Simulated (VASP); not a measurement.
# Cd2HgTe3 (P1) in VASP: a series of runs, part 2 of 2

VASP 6.6.1. The steps go on from the part before.

## (3) Single point, PBE

This run uses another cell than the first one, of 36.80 Å³/atom.

INCAR

```
SYSTEM = Cd2HgTe3
PREC     = Accurate       ! precision mode
ENCUT    = 520            ! plane-wave cutoff, eV
EDIFF    = 1E-7           ! SCF threshold, eV
ISMEAR   = 0              ! smearing method
SIGMA    = 0.1            ! smearing width, eV
LREAL    = Auto         
LASPH    = .TRUE.         ! aspherical terms in the spheres
NELM     = 100            ! most SCF steps
ALGO     = Normal         ! electronic algorithm
ISIF     = 2              ! what is computed and relaxed
LWAVE    = .FALSE.        ! write WAVECAR
LCHARG   = .TRUE.         ! write CHGCAR
GGA      = PE             ! functional
LELF     = .TRUE.         ! ELF
LVHAR    = .TRUE.       
ISYM     = 0            
NBANDS   = 126            ! bands
```

KPOINTS

```
regular mesh
0
G
  2 2 2
  0 0 0
```

POSCAR

```
Cd2HgTe3
1.0
   -6.6814748318     -6.6510867808     -0.0017649151
    0.0017291995      6.6511163817      6.6806245687
   -6.6271782166      6.5946913779     -6.6262508812
Cd Te Hg
8 12 4
Direct
    0.5002442111      0.0001588379      0.9976715005
    1.0003933907      1.0002439093      0.9978610318
    0.8339188869      0.1668504397      0.6656864929
    0.3341630947      0.1672681483      0.6659609921
    0.5001784284      0.5003446200      0.9978852436
    0.0006967305      0.5005787725      0.9979941689
    0.8334374120      0.6668070672      0.6655901231
    0.3336900607      0.6665343927      0.6658775670
    0.3339580732      0.1669772553      0.9162985769
    0.8336358446      0.1669723296      0.9160383695
    0.6673006956      0.3334949289      0.5841980454
    0.1671329518      0.3333016172      0.5838684241
    0.5004355761      0.5009204334      0.2478785879
    0.0000571295      0.5005254422      0.2480017551
    0.3338019811      0.6669656613      0.9159980478
    0.8336624087      0.6668921749      0.9159924136
    0.6669928724      0.8335754390      0.5839895898
    0.1670991796      0.8336472394      0.5843851822
    0.5002614477      0.0008897427      0.2478195519
    0.0007039952      0.0008772940      0.2477162105
    0.6666726994      0.3338940632      0.3325037842
    0.1671201072      0.3344887643      0.3321734225
    0.6674479866      0.8347600554      0.3324131284
    0.1668577729      0.8340405535      0.3325285808
```

Potentials or basis: VASP PAW PBE potentials, release 64 (Cd, Te, Hg).

Launch:

```sh
> cat potpaw_PBE.64/Cd/POTCAR potpaw_PBE.64/Te/POTCAR potpaw_PBE.64/Hg/POTCAR > POTCAR
> mpirun -np 1 vasp_std > vasp.out
```

OUTCAR:

```text
SYSTEM = Cd2HgTe3
   PREC = Accurate
   ENCUT = 520
   EDIFF = 1E-7
   ISMEAR = 0
   LREAL = Auto
   LASPH = .TRUE.
   NELM = 100
   ISIF = 2
   GGA = PE
   ISYM = 0

 ion  position               nearest neighbor table
   1  0.500  0.000  0.998-  19 2.87   9 2.88  15 2.88  10 2.88
   2  0.000  0.000  0.998-  20 2.86  16 2.88   9 2.88  10 2.88
   3  0.834  0.167  0.666-  10 2.87  12 2.88  17 2.88  11 2.88
   4  0.334  0.167  0.666-   9 2.87  11 2.88  12 2.88  18 2.88
   5  0.500  0.500  0.998-  13 2.86  15 2.88   9 2.88  16 2.88
   6  0.001  0.501  0.998-  14 2.86  15 2.88  16 2.88  10 2.88
[... 16 lines left out ...]
  23  0.667  0.835  0.332-  17 2.88  20 2.89  19 2.89  13 2.89
  24  0.167  0.834  0.333-  18 2.89  20 2.89  19 2.89  14 2.89

IMPORTANT INFORMATION: All symmetrisations will be switched off!
NOSYMM: (Re-)initialisation of all symmetry stuff for point group C_1.

----------------------------------------------------------------------------------------

                                     Primitive cell

  volume of cell :     883.1433

  direct lattice vectors                    reciprocal lattice vectors
    -6.681474832 -6.651086781 -0.001764915    -0.099789720 -0.050118969  0.049923423
     0.001729200  6.651116382  6.680624569    -0.049916484  0.050118063  0.099802831
    -6.627178217  6.594691378 -6.626250881    -0.050299510  0.050542671 -0.050306406

  length of vectors
     9.427569380  9.426987681 11.459347548     0.122320266  0.122327759  0.087265897

  position of ions in fractional coordinates (direct lattice)
     0.500244211  0.000158838  0.997671500
     0.000393391  0.000243909  0.997861032
     0.833918887  0.166850440  0.665686493
     0.334163095  0.167268148  0.665960992
     0.500178428  0.500344620  0.997885244
     0.000696731  0.500578772  0.997994169
[... 16 lines left out ...]
     0.667447987  0.834760055  0.332413128
     0.166857773  0.834040554  0.332528581

  ion indices of the primitive-cell ions
   primitive index   ion index
                 1           1
[... 102 lines left out ...]
   LORBIT       =      0    0 simple, 1 ext, 2 COOP (PROOUT), +10 PAW based schemes
   GGA     = PE    functional components
   LHFCALC =     F    Hartree Fock is set to
   AEXX    =    0.0000 exact exchange contribution
   IVDW    =     0    specifies the selected vdW correction
   LEPSILON=     F    determine dielectric tensor
   LRPA    =     F    only Hartree local field effects (RPA)
 non-spin polarized calculation
 Gauss-broadening in eV      SIGMA  =   0.10
  energy-cutoff  :      520.00
  volume of cell :      883.14
 maximum number of plane-waves:     23836
   NGX = 35   NGY = 35   NGZ = 43

 number of electron     216.0000025 magnetization

 Free energy of the ion-electron system (eV)
  ---------------------------------------------------
  ext. energy  EPLUGINS =         0.00000000
  ---------------------------------------------------
  free energy    TOTEN  =       -52.65413689 eV

  energy without entropy =      -52.63200270  energy(sigma->0) =      -52.64306980

 E-fermi :   1.9269     XC(G=0):  -8.2758

 val. band max:        1.9002589653   @ k =   0.0000   0.0000   0.0000
 cond. band min:       2.7641331434   @ k =  -0.0000  -0.0000   0.5000
 fundamental gap:      0.8638741781
 Fermi energy:         1.9268856786

 k-point     1 :       0.0000    0.0000    0.0000
  band No.  band energies     occupation
      1      -9.1280      2.00000
      2      -8.8427      2.00000
      3      -8.7923      2.00000
      4      -8.7256      2.00000
      5      -8.7240      2.00000
      6      -8.7196      2.00000
[... 973 lines left out ...]
    119       5.1800      0.00000
    120       5.1808      0.00000
 [bands above 120 left out]

------------------------ aborting loop because EDIFF is reached ----------------------------------------

  FORCE on cell =-STRESS in cart. coord.  units (eV):
  Direction    XX          YY          ZZ          XY          YZ          ZX
  --------------------------------------------------------------------------------------
  -------------------------------------------------------------------------------------
  Total       -0.5993648     -0.2513401     -0.5938761     -0.0678156     -0.0662573      0.0070633
  in kB       -1.0873532     -0.4559751     -1.0773958     -0.1230295     -0.1202024      0.0128140
  external PRESSURE =      -0.8735747 kB  Pullay stress =       0.0000000 kB

 VOLUME and BASIS-vectors are now :
 -----------------------------------------------------------------------------
  energy-cutoff  :      520.00
  volume of cell :      883.14
      direct lattice vectors                 reciprocal lattice vectors
    -6.681474832 -6.651086781 -0.001764915    -0.099789720 -0.050118969  0.049923423
     0.001729200  6.651116382  6.680624569    -0.049916484  0.050118063  0.099802831
    -6.627178217  6.594691378 -6.626250881    -0.050299510  0.050542671 -0.050306406

 POSITION                                       TOTAL-FORCE (eV/Angst)
 -----------------------------------------------------------------------------------
     -9.95412      3.25322     -6.61064        -0.012912      0.004788     -0.003688
     -6.61563      6.57959     -6.61045         0.008579      0.000848      0.003832
     -9.98314     -0.04673     -3.29781        -0.002210      0.000680     -0.002459
     -6.64586      3.28178     -3.29596         0.008872     -0.002350     -0.005502
     -9.95423      6.58187     -3.27051        -0.010064     -0.002679     -0.003088
     -6.61767      9.90624     -3.26878         0.012734      0.003716     -0.005939
[... 16 lines left out ...]
     -6.66105      3.30499      3.37289         0.009878     -0.006684      0.004888
     -3.31714      6.63044      3.36820        -0.004447     -0.001713     -0.001585
 -----------------------------------------------------------------------------------
    total drift:                                0.007021     -0.028925      0.021567

  FREE ENERGIE OF THE ION-ELECTRON SYSTEM (eV)
  ---------------------------------------------------
  free  energy   TOTEN  =       -52.6541368856 eV

  energy  without entropy=      -52.6320027048  energy(sigma->0) =      -52.64306980
```

OSZICAR:

```text
N       E                     dE             d eps       ncg     rms          rms(c)
DAV:   1     0.144863885877E+04    0.14486E+04   -0.94381E+04  2016   0.148E+03
DAV:   2     0.481813628984E+02   -0.14005E+04   -0.13597E+04  2216   0.340E+02
DAV:   3    -0.532037599745E+02   -0.10139E+03   -0.10047E+03  2288   0.873E+01
DAV:   4    -0.553645107665E+02   -0.21608E+01   -0.21523E+01  2332   0.111E+01
DAV:   5    -0.553990339725E+02   -0.34523E-01   -0.34502E-01  2290   0.150E+00    0.181E+01
DAV:   6    -0.527324968557E+02    0.26665E+01   -0.67905E+00  2218   0.113E+01    0.152E+01
DAV:   7    -0.526575225375E+02    0.74974E-01   -0.25523E+00  2142   0.353E+00    0.605E+00
DAV:   8    -0.526527063901E+02    0.48161E-02   -0.19670E-01  2146   0.199E+00    0.191E+00
DAV:   9    -0.526542876292E+02   -0.15812E-02   -0.19385E-02  2130   0.580E-01    0.760E-01
DAV:  10    -0.526537740563E+02    0.51357E-03   -0.54903E-03  2204   0.223E-01    0.299E-01
DAV:  11    -0.526539416011E+02   -0.16754E-03   -0.12138E-03  2128   0.102E-01    0.893E-02
DAV:  12    -0.526540567419E+02   -0.11514E-03   -0.12204E-04  2148   0.298E-02    0.461E-02
DAV:  13    -0.526541153388E+02   -0.58597E-04   -0.84995E-05  2108   0.347E-02    0.180E-02
DAV:  14    -0.526541383777E+02   -0.23039E-04   -0.36022E-05  2132   0.142E-02    0.306E-02
DAV:  15    -0.526541377347E+02    0.64300E-06   -0.48455E-06  2234   0.638E-03    0.111E-02
DAV:  16    -0.526541365930E+02    0.11417E-05   -0.19671E-06  1948   0.324E-03    0.672E-03
DAV:  17    -0.526541368150E+02   -0.22193E-06   -0.15361E-07  1378   0.104E-03    0.367E-03
DAV:  18    -0.526541368856E+02   -0.70657E-07   -0.16446E-07  1460   0.924E-04
   1 F= -.52654137E+02 E0= -.52643070E+02  d E =-.221342E-01
```

Run time: 17 min. Hardware: 1 thread of AMD EPYC 9R45 (Zen 5), shared host; peak memory 1.1 GiB.

What came out:

* Free energy: -52.6541 eV
* Pressure: -0.1 GPa
* Largest force: 0.028 eV/Å

Forces on the atoms (eV/Å):
```
Cd  -0.013  0.005 -0.004
Cd   0.009  0.001  0.004
Cd  -0.002  0.001 -0.002
Cd   0.009 -0.002 -0.006
Cd  -0.010 -0.003 -0.003
Cd   0.013  0.004 -0.006
Cd  -0.007  0.000  0.003
Cd   0.015 -0.001  0.012
Te   0.008  0.006  0.002
Te  -0.014  0.002 -0.002
Te   0.017 -0.012  0.017
Te   0.003 -0.005  0.013
Te  -0.016  0.012 -0.008
Te  -0.011  0.009 -0.004
Te  -0.005  0.007 -0.010
Te  -0.007  0.005 -0.006
Te   0.009 -0.011  0.009
Te   0.013 -0.021  0.014
Te  -0.007  0.000 -0.020
Te  -0.012  0.018 -0.016
Hg   0.004  0.002  0.007
Hg   0.001 -0.007  0.002
Hg   0.010 -0.007  0.005
Hg  -0.004 -0.002 -0.002
```

Levels at points of the mesh, in eV from the Fermi level:
```csv
k point,band 105,band 106,band 107,band 108,band 109,band 110,band 111,band 112
"(0.00, 0.00, 0.00)",-0.60,-0.10,-0.05,-0.04,-0.03,1.28,1.58,1.92
"(0.50, 0.00, 0.00)",-0.56,-0.56,-0.54,-0.54,1.63,1.63,2.28,2.29
"(0.00, 0.50, 0.00)",-0.57,-0.56,-0.54,-0.54,1.63,1.63,2.28,2.29
"(0.50, 0.50, 0.00)",-0.57,-0.57,-0.54,-0.53,1.63,1.63,2.29,2.29
"(0.00, 0.00, 0.50)",-0.41,-0.40,-0.15,-0.14,0.84,1.26,1.26,1.27
"(0.50, 0.00, 0.50)",-0.89,-0.89,-0.43,-0.43,1.59,1.59,2.32,2.33
"(0.00, 0.50, 0.50)",-0.89,-0.89,-0.44,-0.43,1.59,1.59,2.32,2.33
"(0.50, 0.50, 0.50)",-0.88,-0.88,-0.45,-0.44,1.59,1.60,2.33,2.33
```

Caveat: the k points lie up to 0.38 Å⁻¹ apart; spin-orbit coupling is left out, which moves the levels of the heavy elements.
